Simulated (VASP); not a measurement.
# WSe2 in VASP: single point with PBE+D3(BJ)

Aim: the single point of WSe2 with PBE+D3(BJ).

All numbers are computed with VASP 6.6.1; they aren't measurements. Logs are shortened: lines on timing, memory, paths and dates and some standing lists are left out, and cuts for length are marked.

### Step 1. The cell of the first run

The cell holds a sheet with vacuum, 6 atoms: a = 3.282 Å, b = 3.282 Å, c = 43.468 Å, α = 90.00°, β = 90.00°, γ = 120.00°.

### Step 2. Single point, PBE+D3(BJ)

INCAR reads:

```
SYSTEM = WSe2
PREC     = Accurate       ! precision mode
ENCUT    = 520            ! plane-wave cutoff, eV
EDIFF    = 1E-6           ! SCF threshold, eV
ISMEAR   = 0              ! smearing method
SIGMA    = 0.01           ! smearing width, eV
LREAL    = .FALSE.        ! projectors in reciprocal space
LASPH    = .TRUE.         ! aspherical terms in the spheres
NELM     = 100            ! most SCF steps
ALGO     = Normal         ! electronic algorithm
ISIF     = 2              ! what is computed and relaxed
LWAVE    = .FALSE.        ! write WAVECAR
LCHARG   = .TRUE.         ! write CHGCAR
LDIPOL   = .TRUE.       
IDIPOL   = 3            
DIPOL    = 0.5 0.5 0.345
GGA      = PE             ! functional
IVDW     = 12             ! dispersion correction
LELF     = .TRUE.         ! ELF
LVHAR    = .TRUE.       
LVACPOTAV= .TRUE.       
NBANDS   = 35             ! bands
```

KPOINTS reads:

```
regular mesh
0
G
  12 12 1
  0 0 0
```

POSCAR reads:

```
WSe2
1.0
    3.2820000000      0.0000000000      0.0000000000
   -1.6410000000      2.8422953752      0.0000000000
    0.0000000000      0.0000000000     43.4680000000
W Se
2 4
Direct
    0.3333333333      0.6666666667      0.4187425820
    0.6666666667      0.3333333333      0.2714202964
    0.6666666667      0.3333333333      0.4575078187
    0.6666666667      0.3333333333      0.3799883577
    0.3333333333      0.6666666667      0.3101745208
    0.3333333333      0.6666666667      0.2326550597
```

Potentials or basis: VASP PAW PBE potentials, release 64 (W_sv, Se).

Started as:

```console
> cat potpaw_PBE.64/W_sv/POTCAR potpaw_PBE.64/Se/POTCAR > POTCAR
> mpirun -np 1 vasp_std > vasp.out
```

OUTCAR:

```text
SYSTEM = WSe2
   PREC = Accurate
   ENCUT = 520
   EDIFF = 1E-6
   ISMEAR = 0
   LREAL = .FALSE.
   LASPH = .TRUE.
   NELM = 100
   ISIF = 2
   GGA = PE
   IVDW = 12
 IVDW          = 12

 ion  position               nearest neighbor table
   1  0.333  0.667  0.419-   4 2.54   4 2.54   4 2.54   3 2.54   3 2.54   3 2.54
   2  0.667  0.333  0.271-   5 2.54   5 2.54   5 2.54   6 2.54   6 2.54   6 2.54
   3  0.667  0.333  0.458-   1 2.54   1 2.54   1 2.54
   4  0.667  0.333  0.380-   1 2.54   1 2.54   1 2.54
   5  0.333  0.667  0.310-   2 2.54   2 2.54   2 2.54
   6  0.333  0.667  0.233-   2 2.54   2 2.54   2 2.54

  LATTYP: Found a hexagonal cell.
 ALAT       =     3.2820000000
 C/A-ratio  =    13.2443631932

  Lattice vectors:

 A1 = (   3.2820000000,   0.0000000000,   0.0000000000)
 A2 = (  -1.6410000000,   2.8422953752,   0.0000000000)
 A3 = (   0.0000000000,   0.0000000000,  43.4680000000)

Analysis of symmetry for initial positions (statically):
=====================================================================
 Subroutine PRICEL returns:
 Original cell was already a primitive cell.

 Routine SETGRP: Setting up the symmetry group for a
 hexagonal supercell.

 Subroutine GETGRP returns: Found 12 space group operations
 (whereof  6 operations were pure point group operations)
 out of a pool of 24 trial point group operations.

The static configuration has the point symmetry C_3v.
 The point group associated with its full space group is D_3d.

Analysis of symmetry for dynamics (positions and initial velocities):
=====================================================================
 Subroutine PRICEL returns:
 Original cell was already a primitive cell.

 Routine SETGRP: Setting up the symmetry group for a
 hexagonal supercell.

 Subroutine GETGRP returns: Found 12 space group operations
 (whereof  6 operations were pure point group operations)
 out of a pool of 24 trial point group operations.

The dynamic configuration has the point symmetry C_3v.
 The point group associated with its full space group is D_3d.

 Subroutine INISYM returns: Found 12 space group operations
 (whereof  6 operations are pure point group operations),
 and found     1 'primitive' translations

----------------------------------------------------------------------------------------

                                     Primitive cell

  volume of cell :     405.4875

  direct lattice vectors                    reciprocal lattice vectors
     3.282000000  0.000000000  0.000000000     0.304692261  0.175914159  0.000000000
    -1.641000000  2.842295375  0.000000000     0.000000000  0.351828318  0.000000000
     0.000000000  0.000000000 43.468000000     0.000000000  0.000000000  0.023005429

  length of vectors
     3.282000000  3.282000000 43.468000000     0.351828318  0.351828318  0.023005429

  position of ions in fractional coordinates (direct lattice)
     0.333333333  0.666666667  0.418742582
     0.666666667  0.333333333  0.271420296
     0.666666667  0.333333333  0.457507819
     0.666666667  0.333333333  0.379988358
     0.333333333  0.666666667  0.310174521
     0.333333333  0.666666667  0.232655060

  ion indices of the primitive-cell ions
   primitive index   ion index
                 1           1
                 2           2
                 3           3
                 4           4
                 5           5
                 6           6

----------------------------------------------------------------------------------------

 KPOINTS: regular mesh

Automatic generation of k-mesh.
 Grid dimensions read from file:
 generate k-points for:   12   12    1

 Generating k-lattice:

  Cartesian coordinates                     Fractional coordinates (reciprocal lattice)
     0.025391022  0.014659513  0.000000000     0.083333333  0.000000000  0.000000000
     0.000000000  0.029319026  0.000000000     0.000000000  0.083333333  0.000000000
     0.000000000  0.000000000  0.023005429     0.000000000  0.000000000  1.000000000

  Length of vectors
     0.029319026  0.029319026  0.023005429

  Shift w.r.t. Gamma in fractional coordinates (k-lattice)
     0.000000000  0.000000000  0.000000000

 Subroutine IBZKPT returns following result:
 ===========================================

 Found     19 irreducible k-points:

 Following reciprocal coordinates:
            Coordinates               Weight
  0.000000  0.000000  0.000000      1.000000
  0.083333 -0.000000  0.000000      6.000000
  0.166667 -0.000000  0.000000      6.000000
  0.250000  0.000000  0.000000      6.000000
  0.333333 -0.000000  0.000000      6.000000
  0.416667  0.000000  0.000000      6.000000
[... 11 lines left out ...]
  0.333333  0.250000  0.000000     12.000000
  0.333333  0.333333  0.000000      2.000000
   k-points           NKPTS =     19   k-points in BZ     NKDIM =     19   number of bands    NBANDS=     35
   number of dos      NEDOS =    301   number of ions     NIONS =      6
   total plane-waves  NPLWV = 186624
   dimension x,y,z NGX =    24 NGY =   24 NGZ =  324
   dimension x,y,z NGXF=    48 NGYF=   48 NGZF=  648
   ions per type =               2   4
   NGX,Y,Z   is equivalent  to a cutoff of  12.16, 12.16, 12.39 a.u.
   NGXF,Y,Z  is equivalent  to a cutoff of  24.31, 24.31, 24.78 a.u.
 SYSTEM =  WSe2
   PREC   = accura    normal or accurate (medium, high low for compatibility)
   ISTART =      0    job   : 0-new  1-cont  2-samecut
   ICHARG =      2    charge: 1-file 2-atom 10-const
   ISPIN  =      1    spin polarized calculation?
   LNONCOLLINEAR =      F non collinear calculations
   LSORBIT =      F    spin-orbit coupling
   LASPH  =      T    aspherical Exc in radial PAW
   ENCUT  =  520.0 eV  38.22 Ry    6.18 a.u.   6.10  6.10 80.82*2*pi/ulx,y,z
   NELM   =    100;   NELMIN=  2; NELMDL= -5     # of ELM steps
   EDIFF  = 0.1E-05   stopping-criterion for ELM
   LREAL  =      F    real-space projection
   EDIFFG = 0.1E-04   stopping-criterion for IOM
   NSW    =      0    number of steps for IOM
   IBRION =     -1    ionic relax: 0-MD 1-quasi-New 2-CG
   NFREE  =      0    steps in history (QN), initial steepest desc. (CG)
   ISIF   =      2    stress and relaxation
   ISYM   =      2    0-nonsym 1-usesym 2-fastsym
   POTIM  = 0.5000    time-step for ionic-motion
   TEBEG  =    0.0;   TEEND  =   0.0 temperature during run
   PSTRESS=    0.0 pullay stress
   NELECT =      52.0000    total number of electrons
   NUPDOWN=      -1.0000    fix difference up-down
   EMIN   =  10.00;   EMAX   =-10.00  energy-range for DOS
   EFERMI =   0.00;   METHOD = LEGACY
   ISMEAR =     0;   SIGMA  =   0.01  broadening in eV -4-tet -1-fermi 0-gaus
   EFERMI_NEDOS =   21; number of points for ismear=-14 and -15
   IALGO  =     38    algorithm
   IMIX   =      4    mixing-type and parameters
     AMIX     =   0.40;   BMIX     =  1.00
     AMIX_MAG =   1.60;   BMIX_MAG =  1.00
  volume/ion in A,a.u.               =      67.58       456.06
  Fermi-wavevector in a.u.,A,eV,Ry     =   0.825563  1.560088  9.273105  0.681554
  Thomas-Fermi vector in A             =   1.937443
   LORBIT       =      0    0 simple, 1 ext, 2 COOP (PROOUT), +10 PAW based schemes
   GGA     = PE    functional components
   LHFCALC =     F    Hartree Fock is set to
   AEXX    =    0.0000 exact exchange contribution
   IVDW    =    12    specifies the selected vdW correction
   LEPSILON=     F    determine dielectric tensor
   LRPA    =     F    only Hartree local field effects (RPA)
 non-spin polarized calculation
 Gauss-broadening in eV      SIGMA  =   0.01
  energy-cutoff  :      520.00
  volume of cell :      405.49
 maximum number of plane-waves:     11034
   NGX = 13   NGY = 13   NGZ =161

 dipolmoment           0.000000      0.000000      0.000010 electrons x Angstroem

 number of electron      51.9999993 magnetization

 dipolmoment           0.000000      0.000000     -0.000001 electrons x Angstroem

 Free energy of the ion-electron system (eV)
  ---------------------------------------------------
  ext. energy  EPLUGINS =         0.00000000
  ---------------------------------------------------
  free energy    TOTEN  =       -43.15553349 eV

  energy without entropy =      -43.15553349  energy(sigma->0) =      -43.15553349

 E-fermi :  -1.5549     XC(G=0):  -3.4768

 val. band max:       -1.6136860817   @ k =   0.0000   0.0000   0.0000
 cond. band min:      -0.3323982246   @ k =   0.1667   0.1667   0.0000
 fundamental gap:      1.2812878571
 Fermi energy:        -1.5549210648

 k-point     1 :       0.0000    0.0000    0.0000
  band No.  band energies     occupation
      1     -75.7853      2.00000
      2     -75.7853      2.00000
      3     -40.0333      2.00000
      4     -40.0333      2.00000
      5     -39.8976      2.00000
      6     -39.8976      2.00000
[... 27 lines left out ...]
     34       1.4539      0.00000
     35       2.6419      0.00000

 k-point     2 :       0.0833   -0.0000    0.0000
  band No.  band energies     occupation
      1     -75.7846      2.00000
      2     -75.7846      2.00000
      3     -40.0302      2.00000
      4     -40.0302      2.00000
      5     -39.9138      2.00000
      6     -39.9137      2.00000
[... 27 lines left out ...]
     34       1.4542      0.00000
     35       2.9372      0.00000

 k-point     3 :       0.1667   -0.0000    0.0000
  band No.  band energies     occupation
      1     -75.7827      2.00000
      2     -75.7827      2.00000
      3     -40.0219      2.00000
      4     -40.0218      2.00000
      5     -39.9576      2.00000
      6     -39.9575      2.00000
[... 27 lines left out ...]
     34       1.8796      0.00000
     35       3.3709      0.00000

 k-point     4 :       0.2500    0.0000    0.0000
  band No.  band energies     occupation
      1     -75.7800      2.00000
      2     -75.7800      2.00000
      3     -40.0168      2.00000
      4     -40.0168      2.00000
      5     -40.0104      2.00000
      6     -40.0104      2.00000
[... 27 lines left out ...]
     34       2.3085      0.00000
     35       3.9302      0.00000

 k-point     5 :       0.3333   -0.0000    0.0000
  band No.  band energies     occupation
      1     -75.7774      2.00000
      2     -75.7774      2.00000
      3     -40.0755      2.00000
      4     -40.0755      2.00000
      5     -39.9990      2.00000
      6     -39.9989      2.00000
[... 448 lines left out ...]
 k-point    17 :       0.2500    0.2500    0.0000
  band No.  band energies     occupation
      1     -75.7747      2.00000
      2     -75.7747      2.00000
      3     -40.0900      2.00000
      4     -40.0900      2.00000
      5     -39.9983      2.00000
      6     -39.9983      2.00000
[... 27 lines left out ...]
     34       3.1147      0.00000
     35       4.2016      0.00000

 k-point    18 :       0.3333    0.2500    0.0000
  band No.  band energies     occupation
      1     -75.7738      2.00000
      2     -75.7737      2.00000
      3     -40.0929      2.00000
      4     -40.0929      2.00000
      5     -40.0220      2.00000
      6     -40.0220      2.00000
[... 27 lines left out ...]
     34       3.1107      0.00000
     35       3.9347      0.00000

 k-point    19 :       0.3333    0.3333    0.0000
  band No.  band energies     occupation
      1     -75.7734      2.00000
      2     -75.7734      2.00000
      3     -40.0742      2.00000
      4     -40.0742      2.00000
      5     -40.0505      2.00000
      6     -40.0505      2.00000
[... 27 lines left out ...]
     34       3.1256      0.00000
     35       4.2947      0.00000

------------------------ aborting loop because EDIFF is reached ----------------------------------------

 vacuum level on the upper side and lower side of the slab       (xc-potential included)        -0.139        -0.137

 Edisp (eV)   -2.42009

 E8    (eV) :    -1.1144

  FORCE on cell =-STRESS in cart. coord.  units (eV):
  Direction    XX          YY          ZZ          XY          YZ          ZX
  --------------------------------------------------------------------------------------
  -------------------------------------------------------------------------------------
  Total       0.22226     0.22226     0.29749     0.00000     0.00000     0.00000
  in kB       0.87819     0.87819     1.17546     0.00000     0.00000     0.00000
  external pressure =        0.98 kB  Pullay stress =        0.00 kB

 VOLUME and BASIS-vectors are now :
 -----------------------------------------------------------------------------
  energy-cutoff  :      520.00
  volume of cell :      405.49
      direct lattice vectors                 reciprocal lattice vectors
     3.282000000  0.000000000  0.000000000     0.304692261  0.175914159  0.000000000
    -1.641000000  2.842295375  0.000000000     0.000000000  0.351828318  0.000000000
     0.000000000  0.000000000 43.468000000     0.000000000  0.000000000  0.023005429

 POSITION                                       TOTAL-FORCE (eV/Angst)
 -----------------------------------------------------------------------------------
     -0.00000      1.89486     18.20190        -0.000000      0.000000     -0.001692
      1.64100      0.94743     11.79810         0.000000     -0.000000      0.001692
      1.64100      0.94743     19.88695         0.000000     -0.000000      0.048688
      1.64100      0.94743     16.51733        -0.000000      0.000000     -0.045745
     -0.00000      1.89486     13.48267         0.000000      0.000000      0.045745
     -0.00000      1.89486     10.11305        -0.000000      0.000000     -0.048688
 -----------------------------------------------------------------------------------
    total drift:                               -0.000000      0.000000      0.000087

  FREE ENERGIE OF THE ION-ELECTRON SYSTEM (eV)
  ---------------------------------------------------
  free  energy   TOTEN  =       -45.5756272579 eV

  energy  without entropy=      -45.5756272579  energy(sigma->0) =      -45.57562726

 vacuum level on the upper side and lower side of the slab         3.308         3.308
```

Wall time 11 min (1 thread of Intel Xeon 8259CL, shared host); peak memory 0.59 GiB.

What came out:

```
Free energy                            : -45.5756 eV
Largest force                          : 0.049 eV/Å
Band gap on the k mesh                 : 1.28 eV (least direct gap 1.62 eV)
Dispersion energy per atom             : -0.403 eV
Ionisation potential of the upper face : 4.92 eV
```

Forces on the atoms (eV/Å):
```
W    0.000  0.000 -0.002
W    0.000  0.000  0.002
Se   0.000  0.000  0.049
Se   0.000  0.000 -0.046
Se   0.000  0.000  0.046
Se   0.000  0.000 -0.049
```

Caveat: spin-orbit coupling is left out, which moves the levels of the heavy elements.
